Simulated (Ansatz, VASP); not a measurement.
# ZnO3 in VASP and in Ansatz

Contents of INCAR:

```
PREC = Accurate
ENCUT = 600
EDIFF = 1E-6
ISMEAR = 0
SIGMA = 0.1
LREAL = F
LASPH = T
NELM = 150
ALGO = Normal
ISIF = 3
LWAVE = F
LCHARG = F
ISPIN = 2
MAGMOM = 0 1.44 1.44 1.44
LORBIT = 11
GGA = PE
IBRION = 2
NSW = 90
EDIFFG = -0.04
```

File KPOINTS:

```
Automatic mesh
0
Gamma
  6 6 6
```

POSCAR

```
ZnO3
1.0
    3.2983091684      0.0000000000      0.0000000000
    0.0000000000      3.2983091684      0.0000000000
    0.0000000000      0.0000000000      3.2983091684
Zn O
1 3
Direct
    0.0000000000      0.0000000000      0.0000000000
    0.0000000000      0.5000000000      0.5000000000
    0.5000000000      0.0000000000      0.5000000000
    0.5000000000      0.5000000000      0.0000000000
```

Input for Ansatz:

```yaml
crystal:
  lattice:
    - [3.2983091684, 0.0, 0.0]
    - [0.0, 3.2983091684, 0.0]
    - [0.0, 0.0, 3.2983091684]
  atoms:
    - { symbol: Zn, position: [0.0, 0.0, 0.0] }
    - { symbol: O, position: [0.0, 0.5, 0.5], spin: 1.44 }
    - { symbol: O, position: [0.5, 0.0, 0.5], spin: 1.44 }
    - { symbol: O, position: [0.5, 0.5, 0.0], spin: 1.44 }
basis:
  ecutwfc: 420
kpoints:
  mp_grid: { grid: [6, 6, 6] }
hamiltonian:
  xc: pbe
scf:
  occupations: { method: gaussian, width: 0.1 }
  lower_state_search: "off"
output:
  forces: true
  stress: true
  eigenvalues: true
  populations: true
magnetization:
  spin_polarized: true
relax:
  adjacent_minimum: "off"
  f_tol: 0.04
  max_steps: 70
  cell: { stress_tol: 0.4 }
```

Alike in both runs: task relaxation of cell and atoms; functional PBE; k mesh 6 × 6 × 6; occupations gaussian, width 0.1 eV; collinear spin.

|  | VASP | Ansatz |
| --- | --- | --- |
| version | VASP 6.6.1 | Ansatz 0.2.0 |
| potentials or method | VASP PAW PBE potentials, release 64 (Zn, O), cutoff 600 eV | scalar-relativistic, plane waves, PAW |
| valence electrons in the cell | 30 | 30 |

|  | VASP | Ansatz | Ansatz less VASP |
| --- | --- | --- | --- |
| gap on the k mesh at the Fermi level, each at its own relaxed structure (eV) | none | none | - |
| net moment per atom (μB) | 1.00 | 1.00 | 0.000 |
| size of the moment on the site where the two differ most (μB) | 1.17 | 1.32 | +0.150 |
| relaxed volume (Å³/atom) | 9.77 | 9.75 | -0.024 |
| relaxed cell length with the largest relative difference (Å) | 3.394 | 3.391 | -0.0028 |

Site moments also hang on the region over which each program counts them. A gap of «none» marks a metal or a gap that the smearing closes.
